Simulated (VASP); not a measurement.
# PPt (P6_3mc) in VASP: a series of runs

The runs below take PPt through single point, with PBE.

Program: VASP 6.6.1. These are calculated values, not measurements. Logs are shortened: lines on timing, memory, paths and dates and some standing lists are left out, and cuts for length are marked.

## (1) The cell of the first run

Symmetry: P6_3mc, No. 186, hexagonal system. The conventional cell has a = 3.640 Å, b = 3.640 Å, c = 6.180 Å, α = 90.00°, β = 90.00°, γ = 120.00°. P (site symmetry 3m) has 4 Pt at 2.25 to 2.28 Å within 3.0 Å. Pt (site symmetry 3m) has 4 P at 2.25 to 2.28 Å within 3.0 Å.

## (2) Single point, PBE

The input, INCAR:

```
PREC = Accurate ; ENCUT = 520
EDIFF = 1E-6 ; ISMEAR = -1
SIGMA = 0.15 ; LREAL = F
LASPH = T ; NELM = 100
ALGO = Normal ; ISIF = 2
LWAVE = F ; LCHARG = F
GGA = PE ; NBANDS = 23
```

The input, KPOINTS:

```
regular mesh
0
Gamma
  7 7 4
```

The input, POSCAR:

```
PPt
1.0
    3.6404272090      0.0000000000      0.0000000000
   -1.8202136045      3.1527021178      0.0000000000
    0.0000000000      0.0000000000      6.1795794465
P Pt
2 2
Direct
    0.6666666667      0.3333333333      0.5031030000
    0.3333333333      0.6666666667      0.0031030000
    0.6666666667      0.3333333333      0.8718990000
    0.3333333333      0.6666666667      0.3718990000
```

Potentials or basis: VASP PAW PBE potentials, release 64 (P, Pt).

Command:

```console
$ cat potpaw_PBE.64/P/POTCAR potpaw_PBE.64/Pt/POTCAR > POTCAR
$ mpirun -np 1 vasp_std > vasp.out
```

OUTCAR:

```text
PREC = Accurate
   ENCUT = 520
   EDIFF = 1E-6
   ISMEAR = -1
   LREAL = F
   LASPH = T
   NELM = 100
   ISIF = 2
   GGA = PE

 ion  position               nearest neighbor table
   1  0.667  0.333  0.503-   4 2.25   4 2.25   4 2.25   3 2.28
   2  0.333  0.667  0.003-   3 2.25   3 2.25   3 2.25   4 2.28
   3  0.667  0.333  0.872-   2 2.25   2 2.25   2 2.25   1 2.28
   4  0.333  0.667  0.372-   1 2.25   1 2.25   1 2.25   2 2.28

  LATTYP: Found a hexagonal cell.
 ALAT       =     3.6404272090
 C/A-ratio  =     1.6974874353

  Lattice vectors:

 A1 = (   3.6404272090,   0.0000000000,   0.0000000000)
 A2 = (  -1.8202136045,   3.1527021178,   0.0000000000)
 A3 = (   0.0000000000,   0.0000000000,   6.1795794465)

Analysis of symmetry for initial positions (statically):
=====================================================================
 Subroutine PRICEL returns:
 Original cell was already a primitive cell.

 Routine SETGRP: Setting up the symmetry group for a
 hexagonal supercell.

 Subroutine GETGRP returns: Found 12 space group operations
 (whereof  6 operations were pure point group operations)
 out of a pool of 24 trial point group operations.

The static configuration has the point symmetry C_3v.
 The point group associated with its full space group is C_6v.

Analysis of symmetry for dynamics (positions and initial velocities):
=====================================================================
 Subroutine PRICEL returns:
 Original cell was already a primitive cell.

 Routine SETGRP: Setting up the symmetry group for a
 hexagonal supercell.

 Subroutine GETGRP returns: Found 12 space group operations
 (whereof  6 operations were pure point group operations)
 out of a pool of 24 trial point group operations.

The dynamic configuration has the point symmetry C_3v.
 The point group associated with its full space group is C_6v.

 Subroutine INISYM returns: Found 12 space group operations
 (whereof  6 operations are pure point group operations),
 and found     1 'primitive' translations

----------------------------------------------------------------------------------------

                                     Primitive cell

  volume of cell :      70.9242

  direct lattice vectors                    reciprocal lattice vectors
     3.640427209  0.000000000  0.000000000     0.274693035  0.158594114  0.000000000
    -1.820213604  3.152702118  0.000000000     0.000000000  0.317188229  0.000000000
     0.000000000  0.000000000  6.179579447     0.000000000  0.000000000  0.161823310

  length of vectors
     3.640427209  3.640426927  6.179579447     0.317188204  0.317188229  0.161823310

  position of ions in fractional coordinates (direct lattice)
     0.666666667  0.333333333  0.503103000
     0.333333333  0.666666667  0.003103000
     0.666666667  0.333333333  0.871899000
     0.333333333  0.666666667  0.371899000

  ion indices of the primitive-cell ions
   primitive index   ion index
                 1           1
                 2           2
                 3           3
                 4           4

----------------------------------------------------------------------------------------

 KPOINTS: regular mesh

Automatic generation of k-mesh.
 Grid dimensions read from file:
 generate k-points for:    7    7    4

 Generating k-lattice:

  Cartesian coordinates                     Fractional coordinates (reciprocal lattice)
     0.039241862  0.022656302  0.000000000     0.142857143 -0.000000000  0.000000000
     0.000000000  0.045312604  0.000000000     0.000000000  0.142857143  0.000000000
     0.000000000  0.000000000  0.040455827     0.000000000  0.000000000  0.250000000

  Length of vectors
     0.045312601  0.045312604  0.040455827

  Shift w.r.t. Gamma in fractional coordinates (k-lattice)
     0.000000000  0.000000000  0.000000000

 Subroutine IBZKPT returns following result:
 ===========================================

 Found     24 irreducible k-points:

 Following reciprocal coordinates:
            Coordinates               Weight
  0.000000  0.000000  0.000000      1.000000
  0.142857 -0.000000  0.000000      6.000000
  0.285714  0.000000  0.000000      6.000000
  0.428571  0.000000  0.000000      6.000000
  0.142857  0.142857  0.000000      6.000000
  0.285714  0.142857  0.000000     12.000000
[... 16 lines left out ...]
  0.428571  0.142857  0.500000      6.000000
  0.285714  0.285714  0.500000      6.000000
   k-points           NKPTS =     24   k-points in BZ     NKDIM =     24   number of bands    NBANDS=     23
   number of dos      NEDOS =    301   number of ions     NIONS =      4
   total plane-waves  NPLWV =  37632
   dimension x,y,z NGX =    28 NGY =   28 NGZ =   48
   dimension x,y,z NGXF=    56 NGYF=   56 NGZF=   96
   ions per type =               2   2
   NGX,Y,Z   is equivalent  to a cutoff of  12.79, 12.79, 12.91 a.u.
   NGXF,Y,Z  is equivalent  to a cutoff of  25.57, 25.57, 25.83 a.u.
 SYSTEM =  unknown system
   PREC   = accura    normal or accurate (medium, high low for compatibility)
   ISTART =      0    job   : 0-new  1-cont  2-samecut
   ICHARG =      2    charge: 1-file 2-atom 10-const
   ISPIN  =      1    spin polarized calculation?
   LNONCOLLINEAR =      F non collinear calculations
   LSORBIT =      F    spin-orbit coupling
   LASPH  =      T    aspherical Exc in radial PAW
   ENCUT  =  520.0 eV  38.22 Ry    6.18 a.u.   6.77  6.77 11.49*2*pi/ulx,y,z
   NELM   =    100;   NELMIN=  2; NELMDL= -5     # of ELM steps
   EDIFF  = 0.1E-05   stopping-criterion for ELM
   LREAL  =      F    real-space projection
   EDIFFG = 0.1E-04   stopping-criterion for IOM
   NSW    =      0    number of steps for IOM
   IBRION =     -1    ionic relax: 0-MD 1-quasi-New 2-CG
   NFREE  =      0    steps in history (QN), initial steepest desc. (CG)
   ISIF   =      2    stress and relaxation
   ISYM   =      2    0-nonsym 1-usesym 2-fastsym
   POTIM  = 0.5000    time-step for ionic-motion
   TEBEG  =    0.0;   TEEND  =   0.0 temperature during run
   PSTRESS=    0.0 pullay stress
   NELECT =      30.0000    total number of electrons
   NUPDOWN=      -1.0000    fix difference up-down
   EMIN   =  10.00;   EMAX   =-10.00  energy-range for DOS
   EFERMI =   0.00;   METHOD = LEGACY
   ISMEAR =    -1;   SIGMA  =   0.15  broadening in eV -4-tet -1-fermi 0-gaus
   EFERMI_NEDOS =   21; number of points for ismear=-14 and -15
   IALGO  =     38    algorithm
   IMIX   =      4    mixing-type and parameters
     AMIX     =   0.40;   BMIX     =  1.00
     AMIX_MAG =   1.60;   BMIX_MAG =  1.00
  volume/ion in A,a.u.               =      17.73       119.65
  Fermi-wavevector in a.u.,A,eV,Ry     =   1.228902  2.322288 20.547513  1.510200
  Thomas-Fermi vector in A             =   2.363810
   LORBIT       =      0    0 simple, 1 ext, 2 COOP (PROOUT), +10 PAW based schemes
   GGA     = PE    functional components
   LHFCALC =     F    Hartree Fock is set to
   AEXX    =    0.0000 exact exchange contribution
   IVDW    =     0    specifies the selected vdW correction
   LEPSILON=     F    determine dielectric tensor
   LRPA    =     F    only Hartree local field effects (RPA)
 non-spin polarized calculation
  energy-cutoff  :      520.00
  volume of cell :       70.92
 maximum number of plane-waves:      1922
 NGX is ok and might be reduce to    28
   NGX = 13   NGY = 13   NGZ = 23

 number of electron      30.0000000 magnetization

 Free energy of the ion-electron system (eV)
  ---------------------------------------------------
  ext. energy  EPLUGINS =         0.00000000
  ---------------------------------------------------
  free energy    TOTEN  =       -24.10176211 eV

  energy without entropy =      -23.94406515  energy(sigma->0) =      -24.02291363

 E-fermi :   8.2858     XC(G=0): -11.1374

 val. band max:        8.1971881050   @ k =   0.2857   0.1429   0.0000
 cond. band min:       8.3958428571   @ k =   0.1429   0.1429   0.0000
 fundamental gap:      0.1986547521
 Fermi energy:         8.2858454069

 k-point     1 :       0.0000    0.0000    0.0000
  band No.  band energies     occupation
      1      -5.3755      2.00000
      2      -3.9003      2.00000
      3       1.6417      2.00000
      4       1.6744      2.00000
      5       1.8001      2.00000
      6       1.8001      2.00000
[... 15 lines left out ...]
     22      15.5875      0.00000
     23      15.5875      0.00000

 k-point     2 :       0.1429   -0.0000    0.0000
  band No.  band energies     occupation
      1      -5.1437      2.00000
      2      -3.7570      2.00000
      3       1.5858      2.00000
      4       1.7544      2.00000
      5       1.8275      2.00000
      6       1.9109      2.00000
[... 15 lines left out ...]
     22      15.6298      0.00000
     23      15.8429      0.00000

 k-point     3 :       0.2857    0.0000    0.0000
  band No.  band energies     occupation
      1      -4.5490      2.00000
      2      -3.4544      2.00000
      3       1.2617      2.00000
      4       1.7407      2.00000
      5       2.0941      2.00000
      6       2.2251      2.00000
[... 15 lines left out ...]
     22      15.6235      0.00000
     23      16.3765      0.00000

 k-point     4 :       0.4286    0.0000    0.0000
  band No.  band energies     occupation
      1      -3.9419      2.00000
      2      -3.2744      2.00000
      3       1.1820      2.00000
      4       1.4550      2.00000
      5       2.1574      2.00000
      6       2.4398      2.00000
[... 15 lines left out ...]
     22      16.4281      0.00000
     23      16.6770      0.00000

 k-point     5 :       0.1429    0.1429    0.0000
  band No.  band energies     occupation
      1      -4.7272      2.00000
      2      -3.5344      2.00000
      3       1.4783      2.00000
      4       1.7821      2.00000
      5       1.9385      2.00000
      6       1.9693      2.00000
[... 15 lines left out ...]
     22      15.0923      0.00000
     23      16.4475      0.00000

 k-point     6 :       0.2857    0.1429    0.0000
  band No.  band energies     occupation
      1      -4.0978      2.00000
      2      -3.3071      2.00000
      3       1.3561      2.00000
      4       1.7226      2.00000
      5       2.0428      2.00000
      6       2.3945      2.00000
[... 15 lines left out ...]
     22      16.2808      0.00000
     23      16.5347      0.00000

 k-point     7 :       0.4286    0.1429    0.0000
  band No.  band energies     occupation
      1      -3.7279      2.00000
      2      -3.2702      2.00000
      3       1.3999      2.00000
      4       1.5930      2.00000
      5       2.1014      2.00000
      6       2.4979      2.00000
[... 353 lines left out ...]
     22      15.4795      0.00000
     23      17.7789      0.00000

 k-point    21 :       0.1429    0.1429    0.5000
  band No.  band energies     occupation
      1      -4.1484      2.00000
      2      -4.1484      2.00000
      3       1.2029      2.00000
      4       1.2029      2.00000
      5       2.0859      2.00000
      6       2.0859      2.00000
[... 15 lines left out ...]
     22      15.4353      0.00000
     23      16.4501      0.00000

 k-point    22 :       0.2857    0.1429    0.5000
  band No.  band energies     occupation
      1      -3.6802      2.00000
      2      -3.6802      2.00000
      3       1.1485      2.00000
      4       1.1485      2.00000
      5       2.3070      2.00000
      6       2.3070      2.00000
[... 15 lines left out ...]
     22      15.7521      0.00000
     23      16.7602      0.00000

 k-point    23 :       0.4286    0.1429    0.5000
  band No.  band energies     occupation
      1      -3.4578      2.00000
      2      -3.4578      2.00000
      3       1.1559      2.00000
      4       1.1559      2.00000
      5       2.3922      2.00000
      6       2.3922      2.00000
[... 15 lines left out ...]
     22      15.5880      0.00000
     23      16.7095      0.00000

 k-point    24 :       0.2857    0.2857    0.5000
  band No.  band energies     occupation
      1      -3.4063      2.00000
      2      -3.4063      2.00000
      3       1.4027      2.00000
      4       1.4027      2.00000
      5       2.1440      2.00000
      6       2.1440      2.00000
[... 15 lines left out ...]
     22      15.6023      0.00000
     23      16.4910      0.00000

------------------------ aborting loop because EDIFF is reached ----------------------------------------

  FORCE on cell =-STRESS in cart. coord.  units (eV):
  Direction    XX          YY          ZZ          XY          YZ          ZX
  --------------------------------------------------------------------------------------
  -------------------------------------------------------------------------------------
  Total        6.0293911      6.0293898      6.8293859      0.0000000     -0.0000000     -0.0000000
  in kB      136.2039886    136.2039605    154.2758777      0.0000000     -0.0000000     -0.0000000
  external PRESSURE =     142.2279423 kB  Pullay stress =       0.0000000 kB

 VOLUME and BASIS-vectors are now :
 -----------------------------------------------------------------------------
  energy-cutoff  :      520.00
  volume of cell :       70.92
      direct lattice vectors                 reciprocal lattice vectors
     3.640427209  0.000000000  0.000000000     0.274693035  0.158594114  0.000000000
    -1.820213604  3.152702118  0.000000000     0.000000000  0.317188229  0.000000000
     0.000000000  0.000000000  6.179579447     0.000000000  0.000000000  0.161823310

 POSITION                                       TOTAL-FORCE (eV/Angst)
 -----------------------------------------------------------------------------------
      1.82021      1.05090      3.10896        -0.000000      0.000000      0.361115
     -0.00000      2.10180      0.01918         0.000000     -0.000000      0.361115
      1.82021      1.05090      5.38797        -0.000000     -0.000000     -0.361115
     -0.00000      2.10180      2.29818         0.000000     -0.000000     -0.361115
 -----------------------------------------------------------------------------------
    total drift:                               -0.000000      0.000000     -0.000989

  FREE ENERGIE OF THE ION-ELECTRON SYSTEM (eV)
  ---------------------------------------------------
  free  energy   TOTEN  =       -24.1017621101 eV

  energy  without entropy=      -23.9440651474  energy(sigma->0) =      -24.02291363
```

It took 19 s on 1 thread of Intel Xeon Platinum 8488C (Sapphire Rapids), shared host; peak memory 0.19 GiB.

What came out:

```yaml
Free_energy: -24.1018 eV
Pressure: 14.2 GPa
Largest_force: 0.361 eV/Å
Band_gap_on_the_k_mesh: zero (band 15 reaches 11.20 eV, above the bottom of band 16 at 7.13 eV)
```

Forces on the atoms (eV/Å):
```
P    0.000  0.000  0.361
P    0.000  0.000  0.361
Pt   0.000  0.000 -0.361
Pt   0.000  0.000 -0.361
```

Caveat: spin-orbit coupling is left out, which moves the levels of the heavy elements.

(Continued in part 2 of 2.)
